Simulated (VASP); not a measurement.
Set up this calculation in VASP 6.6.1, as the native input.

| Property | Result |
| --- | --- |
| Task | single point |
| Functional | PBE |
| Potentials or basis | VASP PAW PBE potentials, release 64 (K_sv) |
| Cutoff | 500 eV |
| k mesh | 6 × 6 × 6 |
| Occupations | gaussian, width 0.1 eV |
| Spin | no spin polarisation |
| Dipole correction | no |
| Further INCAR settings | ALGO = Normal; EDIFF = 1e-06; NBANDS = 10 |

The structure of K lies in POSCAR:

```
K
1.0
   -2.3551221407      2.3551221407      2.3551221407
    2.3551221407     -2.3551221407      2.3551221407
    2.3551221407      2.3551221407     -2.3551221407
K
1
Direct
    0.0000000000      0.0000000000      0.0000000000
```

These files were run (other wordings do the same):

INCAR

```
PREC     = Accurate       # precision mode
ENCUT    = 500            # plane-wave cutoff, eV
EDIFF    = 1E-6           # SCF threshold, eV
ISMEAR   = 0              # smearing method
SIGMA    = 0.1            # smearing width, eV
LREAL    = False          # projectors in reciprocal space
LASPH    = True           # aspherical terms in the spheres
NELM     = 120            # most SCF steps
ALGO     = Normal         # electronic algorithm
ISIF     = 2              # what is computed and relaxed
LWAVE    = False          # write WAVECAR
LCHARG   = False          # write CHGCAR
GGA      = PE             # functional
NBANDS   = 10             # bands
GGA_COMPAT= False
```

KPOINTS

```
regular mesh
0
Gamma
  6 6 6
```

Potentials or basis: VASP PAW PBE potentials, release 64 (K_sv).

Launch:

```sh
$ cat potpaw_PBE.64/K_sv/POTCAR > POTCAR
$ mpirun -np 1 vasp_std > vasp.out
```

It gave:

```json
{
 "Pressure": "2.4 GPa",
 "Band gap on the k mesh": "zero (an odd number of electrons rules out a gap without spin polarisation)"
}
```

Wall time 15 s on 1 thread of Intel Xeon 8259CL, on a shared host, peak memory 0.16 GiB.
